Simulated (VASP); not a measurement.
# HgTe (Coloradoite): single point with BLYP

The system is HgTe (Coloradoite).

```
Hg Te
1.0
     0.00000    3.19293    3.19293
     3.19293    0.00000    3.19293
     3.19293    3.19293    0.00000
Hg Te
1 1
Cartesian
  0.0000 0.0000 0.0000
  4.7894 4.7894 4.7894
```

```yaml
Program: VASP 6.6.1
Task: single point
Functional: BLYP
Potentials_or_basis: VASP PAW PBE potentials, release 64 (Hg, Te)
Cutoff: 520 eV
k_mesh: 7 × 7 × 7
Occupations: fermi-dirac, width 0.05 eV
Spin: no spin polarisation
```

| Item | Value |
| --- | --- |
| Pressure | 9.5 GPa |
| Band gap on the k mesh | zero (filled and empty bands touch) |

Levels at points of the mesh, in eV from the Fermi level:
```csv
k point,band 7,band 8,band 9,band 10,band 11,band 12
"(0.00, 0.00, 0.00)",-0.74,-0.04,-0.04,-0.04,4.15,4.15
```

Wall time 30 s on 1 thread of AMD EPYC 9R45 96-Core Processor (Zen 5) (shared host), peak memory 0.18 GiB.

Caveat: the PAW data sets were made with another functional, which shifts forces and pressure a little; spin-orbit coupling is left out, which moves the levels of the heavy elements.
